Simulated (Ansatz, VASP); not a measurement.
GaP in VASP and in Ansatz

File INCAR:

```
SYSTEM = GaP
PREC = Accurate ; ENCUT = 520
EDIFF = 1E-6 ; ISMEAR = 0
SIGMA = 0.02 ; LREAL = .False.
LASPH = .True. ; NELM = 60
ALGO = Normal ; ISIF = 2
LWAVE = .False. ; LCHARG = .False.
GGA = PE ; NBANDS = 16
```

File KPOINTS:

```
regular mesh
0
Gamma
  9 9 8
  0 0 0
```

The input POSCAR:

```
GaP
1.0
    3.8938964199      0.0000000094      0.0003558094
   -1.9469482018      3.3722132240     -0.0003558094
    1.9472385239     -1.1242386859      3.1787301657
Ga P
1 1
Direct
   -0.0000132001      0.0000132001      0.0000225268
    0.7500132001      0.2499867999      0.7499774732
```

Input for Ansatz:

```yaml
crystal:
  lattice:
    - [3.8938964199, 9.4e-09, 0.0003558094]
    - [-1.9469482018, 3.372213224, -0.0003558094]
    - [1.9472385239, -1.1242386859, 3.1787301657]
  atoms:
    - { symbol: Ga, position: [-1.32001e-05, 1.32001e-05, 2.25268e-05] }
    - { symbol: P, position: [0.7500132001, 0.2499867999, 0.7499774732] }
basis:
  ecutwfc: 420
kpoints:
  mp_grid: { grid: [9, 9, 8] }
  band_path: { path: [VBM, CBM], npoints: 2 }
hamiltonian:
  xc: pbe
scf:
  occupations: { method: gaussian, width: 0.02 }
output:
  forces: true
  stress: true
  eigenvalues: true
```

Change from the starting cell: band edges of the strained film's bulk.

Alike in both runs: task single point; functional PBE; k mesh 9 × 9 × 8; occupations gaussian, width 0.02 eV; no spin polarisation.

|  | VASP | Ansatz |
| --- | --- | --- |
| version | VASP 6.6.1 | Ansatz 0.2.0 |
| potentials or method | VASP PAW PBE potentials, release 64 (Ga_d, P), cutoff 520 eV | scalar-relativistic, plane waves, PAW |
| valence electrons in the cell | 18 | 18 |

Ansatz gave:

| Quantity | Value |
| --- | --- |
| gap on the k mesh at the Fermi level (eV) | 1.58 |
| least direct gap on the mesh (eV) | 1.58 |
| pressure (GPa) | 0.0 |

Problem. What did VASP give for the same quantities?

Solution. gap on the k mesh at the Fermi level (eV): 1.57; least direct gap on the mesh (eV): 1.57; pressure (GPa): -0.1.
